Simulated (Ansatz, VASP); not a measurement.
**AgO2 in VASP and in Ansatz**

```
CELL_PARAMETERS angstrom
4.20046 0.00000 0.00000
0.00000 5.26997 0.00000
0.00000 0.00000 3.57196
ATOMIC_POSITIONS crystal
Ag 0.00000 0.00000 0.00000
Ag 0.50000 0.50000 0.50000
O 0.86698 0.57860 0.00000
O 0.13302 0.42140 0.00000
O 0.36698 0.92140 0.50000
O 0.63302 0.07860 0.50000
```

Alike in both runs: functional PBE; k mesh 8 × 6 × 10; occupations gaussian, width 0.1 eV; no spin polarisation.

Ansatz relaxed the structure, and its values are those at the end. VASP's run is a single point on that final structure, the one shown.

|  | VASP | Ansatz |
| --- | --- | --- |
| version | VASP 6.6.1 | Ansatz 0.2.0 |
| potentials or method | VASP PAW PBE potentials, release 64 (Ag, O), cutoff 520 eV | scalar-relativistic, plane waves, PAW |
| valence electrons in the cell | 46 | 62 |

Ansatz gave:

| Property | Result |
| --- | --- |
| gap on the k mesh at the Fermi level (eV) | none |
| pressure (GPa) | 0.0 |
| rms of the force components (eV/Å) | 0.000 |

Task: Which values does VASP return?

Result: gap on the k mesh at the Fermi level (eV): none; pressure (GPa): 0.3; rms of the force components (eV/Å): 0.140.

A gap of «none» marks a metal or a gap that the smearing closes. One of these differences is far larger than is usual between the two programs; its cause wasn't traced. VASP's potentials hold 46 valence electrons a cell and Ansatz's 62, so a difference there can come from the potentials and not from the codes.
